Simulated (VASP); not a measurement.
# Zr3S2 (R32) in VASP: notebook

Aim: see how the results for Zr3S2 move with the level of theory and the settings. Levels: PBEsol+U, PBEsol. Tasks: relaxation of cell and atoms, single point.

Program: VASP 6.6.1. These are calculated values, not measurements. Logs are shortened: lines on timing, memory, paths and dates and some standing lists are left out, and cuts for length are marked.

### 1 The cell of the first run

Symmetry: R32, No. 155, trigonal system. Conventional cell: a = 5.805 Å, b = 5.805 Å, c = 10.463 Å, α = 90.00°, β = 90.00°, γ = 120.00°. Zr (site symmetry 2) has 4 S at 2.61 to 2.62 Å and 8 Zr at 3.32 to 3.49 Å within 3.5 Å. Within 3.5 Å of S (site symmetry 3) lie 6 Zr at 2.61 to 2.62 Å and 4 S at 3.35 to 3.45 Å.

### 2 Relaxation of cell and atoms, PBEsol+U

INCAR reads:

```
ALGO = Normal
EDIFF = 1E-7
EDIFFG = -0.01
ENCUT = 600
GGA = PS
IBRION = 2
ISIF = 3
ISMEAR = -1
LASPH = T
LCHARG = F
LDAU = T
LDAUJ = 0 0
LDAUL = 2 -1
LDAUPRINT = 1
LDAUTYPE = 2
LDAUU = 4 0
LMAXMIX = 4
LREAL = F
LWAVE = F
NELM = 150
NSW = 60
PREC = Accurate
SIGMA = 0.05
```

KPOINTS reads:

```
k-points
0
Gamma
  6 6 6
```

POSCAR reads:

```
Zr3S2
1.0
    2.9025379727      1.6757810799      3.4877732718
   -2.9025379727      1.6757810799      3.4877732718
    0.0000000000     -3.3515621597      3.4877732718
Zr S
3 2
Direct
    0.8387270000      0.5000000000      0.1612730000
    0.5000000000      0.1612730000      0.8387270000
    0.1612730000      0.8387270000      0.5000000000
    0.6650230000      0.6650230000      0.6650230000
    0.3349770000      0.3349770000      0.3349770000
```

Potentials or basis: VASP PAW PBE potentials, release 64 (Zr_sv, S).

The run is started by

```bash
$ cat potpaw_PBE.64/Zr_sv/POTCAR potpaw_PBE.64/S/POTCAR > POTCAR
$ mpirun -np 1 vasp_std > vasp.out
```

OUTCAR:

```text
EDIFF = 1E-7
   EDIFFG = -0.01
   ENCUT = 600
   GGA = PS
   IBRION = 2
   ISIF = 3
   ISMEAR = -1
   LASPH = T
   LREAL = F
   NELM = 150
   NSW = 60
   PREC = Accurate

 ion  position               nearest neighbor table
   1  0.839  0.500  0.161-   4 2.61   5 2.61   4 2.62   5 2.62   3 3.32   3 3.32   2 3.32   2 3.32
                             2 3.41   3 3.41   3 3.49   2 3.49
   2  0.500  0.161  0.839-   5 2.61   4 2.61   5 2.62   4 2.62   3 3.32   3 3.32   1 3.32   1 3.32
                             1 3.41   3 3.41   3 3.49   1 3.49
   3  0.161  0.839  0.500-   4 2.61   5 2.61   4 2.62   5 2.62   2 3.32   1 3.32   1 3.32   2 3.32
                             1 3.41   2 3.41   1 3.49   2 3.49
   4  0.665  0.665  0.665-   1 2.61   2 2.61   3 2.61   1 2.62   3 2.62   2 2.62
   5  0.335  0.335  0.335-   2 2.61   1 2.61   3 2.61   2 2.62   3 2.62   1 2.62

  LATTYP: Found a trigonal (rhomboedric) cell.
 ALAT       =     4.8370994724
 COS(alpha) =     0.2798619160

  Lattice vectors:

 A1 = (   2.9025379727,   1.6757810799,   3.4877732718)
 A2 = (  -2.9025379727,   1.6757810799,   3.4877732718)
 A3 = (   0.0000000000,  -3.3515621597,   3.4877732718)

Analysis of symmetry for initial positions (statically):
=====================================================================
 Subroutine PRICEL returns:
 Original cell was already a primitive cell.

 Routine SETGRP: Setting up the symmetry group for a
 trigonal (rhombohedral) supercell.

 Subroutine GETGRP returns: Found  6 space group operations
 (whereof  6 operations were pure point group operations)
 out of a pool of 12 trial point group operations.

The static configuration has the point symmetry D_3 .

Analysis of symmetry for dynamics (positions and initial velocities):
=====================================================================
 Subroutine PRICEL returns:
 Original cell was already a primitive cell.

 Routine SETGRP: Setting up the symmetry group for a
 trigonal (rhombohedral) supercell.

 Subroutine GETGRP returns: Found  6 space group operations
 (whereof  6 operations were pure point group operations)
 out of a pool of 12 trial point group operations.

The dynamic configuration has the point symmetry D_3 .

 Subroutine INISYM returns: Found  6 space group operations
 (whereof  6 operations are pure point group operations),
 and found     1 'primitive' translations

----------------------------------------------------------------------------------------

                                     Primitive cell

  volume of cell :     101.7876

  direct lattice vectors                    reciprocal lattice vectors
     2.902537973  1.675781080  3.487773272     0.172263035  0.099456110  0.095571962
    -2.902537973  1.675781080  3.487773272    -0.172263035  0.099456110  0.095571962
     0.000000000 -3.351562160  3.487773272     0.000000000 -0.198912219  0.095571962

  length of vectors
     4.837099472  4.837099472  4.837099472     0.220680925  0.220680925  0.220680925

  position of ions in fractional coordinates (direct lattice)
     0.838727000  0.500000000  0.161273000
     0.500000000  0.161273000  0.838727000
     0.161273000  0.838727000  0.500000000
     0.665023000  0.665023000  0.665023000
     0.334977000  0.334977000  0.334977000

  ion indices of the primitive-cell ions
   primitive index   ion index
                 1           1
                 2           2
                 3           3
                 4           4
                 5           5

----------------------------------------------------------------------------------------

 KPOINTS: k-points

Automatic generation of k-mesh.
 Grid dimensions read from file:
 generate k-points for:    6    6    6

 Generating k-lattice:

  Cartesian coordinates                     Fractional coordinates (reciprocal lattice)
     0.028710506  0.016576018  0.015928660     0.166666667 -0.000000000  0.000000000
    -0.028710506  0.016576018  0.015928660    -0.000000000  0.166666667  0.000000000
     0.000000000 -0.033152037  0.015928660    -0.000000000 -0.000000000  0.166666667

  Length of vectors
     0.036780154  0.036780154  0.036780154

  Shift w.r.t. Gamma in fractional coordinates (k-lattice)
     0.000000000  0.000000000  0.000000000

 Subroutine IBZKPT returns following result:
 ===========================================

 Found     32 irreducible k-points:

 Following reciprocal coordinates:
            Coordinates               Weight
  0.000000  0.000000  0.000000      1.000000
  0.166667 -0.000000 -0.000000      6.000000
  0.333333 -0.000000 -0.000000      6.000000
  0.500000  0.000000 -0.000000      3.000000
  0.166667  0.166667 -0.000000      6.000000
  0.333333  0.166667  0.000000     12.000000
[... 16 lines left out ...]
  0.500000  0.500000  0.166667      6.000000
 -0.333333  0.500000  0.166667     12.000000
 [... further k-points ...]
   k-points           NKPTS =     32   k-points in BZ     NKDIM =     32   number of bands    NBANDS=     28
   number of dos      NEDOS =    301   number of ions     NIONS =      5
   total plane-waves  NPLWV =  64000
   dimension x,y,z NGX =    40 NGY =   40 NGZ =   40
   dimension x,y,z NGXF=    80 NGYF=   80 NGZF=   80
   ions per type =               3   2
   NGX,Y,Z   is equivalent  to a cutoff of  13.75, 13.75, 13.75 a.u.
   NGXF,Y,Z  is equivalent  to a cutoff of  27.50, 27.50, 27.50 a.u.
 SYSTEM =  unknown system
   PREC   = accura    normal or accurate (medium, high low for compatibility)
   ISTART =      0    job   : 0-new  1-cont  2-samecut
   ICHARG =      2    charge: 1-file 2-atom 10-const
   ISPIN  =      1    spin polarized calculation?
   LNONCOLLINEAR =      F non collinear calculations
   LSORBIT =      F    spin-orbit coupling
   LASPH  =      T    aspherical Exc in radial PAW
   ENCUT  =  600.0 eV  44.10 Ry    6.64 a.u.   9.66  9.66  9.66*2*pi/ulx,y,z
   NELM   =    150;   NELMIN=  2; NELMDL= -5     # of ELM steps
   EDIFF  = 0.1E-06   stopping-criterion for ELM
   LREAL  =      F    real-space projection
   EDIFFG = -.1E-01   stopping-criterion for IOM
   NSW    =     60    number of steps for IOM
   IBRION =      2    ionic relax: 0-MD 1-quasi-New 2-CG
   NFREE  =      1    steps in history (QN), initial steepest desc. (CG)
   ISIF   =      3    stress and relaxation
   ISYM   =      2    0-nonsym 1-usesym 2-fastsym
   POTIM  = 0.5000    time-step for ionic-motion
   TEBEG  =    0.0;   TEEND  =   0.0 temperature during run
   PSTRESS=    0.0 pullay stress
   NELECT =      48.0000    total number of electrons
   NUPDOWN=      -1.0000    fix difference up-down
   EMIN   =  10.00;   EMAX   =-10.00  energy-range for DOS
   EFERMI =   0.00;   METHOD = LEGACY
   ISMEAR =    -1;   SIGMA  =   0.05  broadening in eV -4-tet -1-fermi 0-gaus
   EFERMI_NEDOS =   21; number of points for ismear=-14 and -15
   IALGO  =     38    algorithm
   IMIX   =      4    mixing-type and parameters
     AMIX     =   0.40;   BMIX     =  1.00
     AMIX_MAG =   1.60;   BMIX_MAG =  1.00
  volume/ion in A,a.u.               =      20.36       137.38
  Fermi-wavevector in a.u.,A,eV,Ry     =   1.274257  2.407996 22.092199  1.623731
  Thomas-Fermi vector in A             =   2.407035
   LORBIT       =      0    0 simple, 1 ext, 2 COOP (PROOUT), +10 PAW based schemes
 LDA+U is selected, type is set to LDAUTYPE =  2
   angular momentum for each species LDAUL =     2   -1
   U (eV)           for each species LDAUU =   4.0  0.0
   J (eV)           for each species LDAUJ =   0.0  0.0
   GGA     = PS    functional components
   LHFCALC =     F    Hartree Fock is set to
   AEXX    =    0.0000 exact exchange contribution
   IVDW    =     0    specifies the selected vdW correction
   LEPSILON=     F    determine dielectric tensor
   LRPA    =     F    only Hartree local field effects (RPA)
 conjugate gradient relaxation of ions
 non-spin polarized calculation
  energy-cutoff  :      600.00
  volume of cell :      101.79
 maximum number of plane-waves:      3446
 NGX is ok and might be reduce to    40
   NGX = 19   NGY = 19   NGZ = 19

--------------------------------------- Ionic step        1  -------------------------------------------

 number of electron      48.0000000 magnetization

 Free energy of the ion-electron system (eV)
  ---------------------------------------------------
  ext. energy  EPLUGINS =         0.00000000
  ---------------------------------------------------
  free energy    TOTEN  =       -33.93064680 eV

  energy without entropy =      -33.91486258  energy(sigma->0) =      -33.92275469

------------------------ aborting loop because EDIFF is reached ----------------------------------------

  FORCE on cell =-STRESS in cart. coord.  units (eV):
  Direction    XX          YY          ZZ          XY          YZ          ZX
  --------------------------------------------------------------------------------------
  -------------------------------------------------------------------------------------
  Total        1.1475891      1.1475891      1.6120259      0.0000000      0.0000000      0.0000000
  in kB       18.0635166     18.0635166     25.3739405      0.0000000      0.0000000      0.0000000
  external PRESSURE =      20.5003245 kB  Pullay stress =       0.0000000 kB
[... 242 lines left out ...]
--------------------------------------- Ionic step        5  -------------------------------------------

 number of electron      48.0000000 magnetization

 Free energy of the ion-electron system (eV)
  ---------------------------------------------------
  ext. energy  EPLUGINS =         0.00000000
  ---------------------------------------------------
  free energy    TOTEN  =       -33.94286106 eV

  energy without entropy =      -33.92732039  energy(sigma->0) =      -33.93509073

 E-fermi :   9.0247     XC(G=0): -10.9984

 val. band max:        9.0109131452   @ k =   0.1667   0.1667   0.1667
 cond. band min:       9.0453805175   @ k =   0.5000   0.1667   0.1667
 fundamental gap:      0.0344673723
 Fermi energy:         9.0247092509

 k-point     1 :       0.0000    0.0000    0.0000
  band No.  band energies     occupation
      1     -41.0223      2.00000
      2     -40.9510      2.00000
      3     -40.9510      2.00000
      4     -19.1495      2.00000
      5     -19.1495      2.00000
      6     -19.1290      2.00000
[... 733 lines left out ...]
     27      10.7855      0.00000
     28      11.1080      0.00000

 [... further k-points ...]

------------------------ aborting loop because EDIFF is reached ----------------------------------------

  FORCE on cell =-STRESS in cart. coord.  units (eV):
  Direction    XX          YY          ZZ          XY          YZ          ZX
  --------------------------------------------------------------------------------------
  -------------------------------------------------------------------------------------
  Total       -0.0131022     -0.0131022      0.0179917      0.0000000      0.0000000      0.0000000
  in kB       -0.2028668     -0.2028668      0.2785728      0.0000000      0.0000000      0.0000000
  external PRESSURE =      -0.0423869 kB  Pullay stress =       0.0000000 kB
[... 20 lines left out ...]
  FREE ENERGIE OF THE ION-ELECTRON SYSTEM (eV)
  ---------------------------------------------------
  free  energy   TOTEN  =       -33.9428610644 eV

  energy  without entropy=      -33.9273203927  energy(sigma->0) =      -33.93509073

 reached required accuracy - stopping structural energy minimisation
```

Run time: 7.1 min. Hardware: 1 thread of Intel Xeon Platinum 8375C at 2.90GHz (Ice Lake), shared host; peak memory 0.3 GiB.

What came out:

* Free energy: -33.9429 eV
* Relaxed volume: 20.70 Å³/atom
* Relaxed cell: a = 4.868 Å, b = 4.868 Å, c = 4.868 Å, α = 73.53°, β = 73.53°, γ = 73.53°
* Space group after relaxing (to 0.1 Å): R32 (No. 155)
* Energy gained by relaxing: 2.4 meV/atom
* Ionic steps: 5
* Pressure after relaxing: 0.0 GPa
* Largest force after relaxing: 0.004 eV/Å
* Band gap on the k mesh: zero (bands 24 and 25 overlap by 0.28 eV)

Forces in eV/Å, atoms in the order of the input:
```
Zr   0.002  0.003  0.000
Zr   0.002 -0.003  0.000
Zr  -0.003  0.000  0.000
S    0.000  0.000  0.004
S    0.000  0.000 -0.004
```

The path:
```csv
step,energy change (eV),largest force (eV/Å),pressure (GPa),volume (Å³)
1,0.0000,0.0942,2.05,101.79
2,0.0055,0.0817,-2.49,105.67
3,-0.0114,0.0655,-0.08,103.52
4,-0.0122,0.0100,-0.02,103.48
5,-0.0122,0.0036,0.00,103.48
```

Final structure:
```
Zr S
1.0
     2.91384    1.68231    3.51820
    -2.91384    1.68231    3.51820
     0.00000   -3.36462    3.51820
Zr S
3 2
Direct
  0.83791 0.50000 0.16209
  0.50000 0.16209 0.83791
  0.16209 0.83791 0.50000
  0.66451 0.66451 0.66451
  0.33549 0.33549 0.33549
```

Eigenvalues of the final occupation matrices:
```
    site  spin  trace               eigenvalues
site 1 d     1   0.74  0.09 0.11 0.17 0.17 0.20
site 1 d     2   0.74  0.09 0.11 0.17 0.17 0.20
site 2 d     1   0.74  0.09 0.11 0.17 0.17 0.20
site 2 d     2   0.74  0.09 0.11 0.17 0.17 0.20
site 3 d     1   0.74  0.09 0.11 0.17 0.17 0.20
site 3 d     2   0.74  0.09 0.11 0.17 0.17 0.20
```

Caveat: the PAW data sets were made with another functional, which shifts forces and pressure a little; U without spin polarisation on a metal has little footing.

### 3 Single point, PBEsol, non-collinear spin, zero start, spin-orbit coupling

INCAR reads:

```
SYSTEM = Zr3S2
PREC = Accurate ; ENCUT = 520
EDIFF = 1E-6 ; ISMEAR = -1
SIGMA = 0.05 ; LREAL = .False.
LASPH = .True. ; NELM = 150
ALGO = Fast ; ISIF = 2
LWAVE = .False. ; LCHARG = .False.
MAGMOM = 0 0 0 0 0 0 0 0 0 0 0 0 0 0 0 ; LORBIT = 11
LSORBIT = .True. ; GGA_COMPAT = .False.
LORBMOM = .True. ; LMAXMIX = 4
GGA = PS ; NBANDS = 63
```

KPOINTS reads:

```
regular mesh
0
Gamma
  6 6 6
  0 0 0
```

POSCAR is that of step 2.

Potentials or basis: VASP PAW PBE potentials, release 64 (Zr_sv, S).

The run is started by

```bash
$ cat potpaw_PBE.64/Zr_sv/POTCAR potpaw_PBE.64/S/POTCAR > POTCAR
$ mpirun -np 1 vasp_ncl > vasp.out
```

It took 40 min on 1 thread of Oxide Virtual Turin-like, shared host; peak memory 0.58 GiB.

It converged, with:

```yaml
Free_energy: -42.0991 eV
Pressure: -5.0 GPa
Largest_force: 0.126 eV/Å
Net_moment: 0.00 μB per cell
Valence_electrons_inside_the_program's_atomic_spheres: Zr 9.80; S 3.73
```

Forces on the atoms (eV/Å):
```
Zr  -0.063 -0.109  0.000
Zr  -0.063  0.109  0.000
Zr   0.126  0.000  0.000
S    0.000  0.000 -0.012
S    0.000  0.000  0.012
```

Stress tensor (GPa, compression positive):
```
-4.86  0.00  0.00
 0.00 -4.86  0.00
 0.00  0.00 -5.21
```

Moments on the atoms (μB; x, y, z):
```
Zr  0.00 0.00 0.00
Zr  0.00 0.00 0.00
Zr  0.00 0.00 0.00
S   0.00 0.00 0.00
S   0.00 0.00 0.00
```

Caveat: the cell stands under tension; the PAW data sets were made with another functional, which shifts forces and pressure a little.
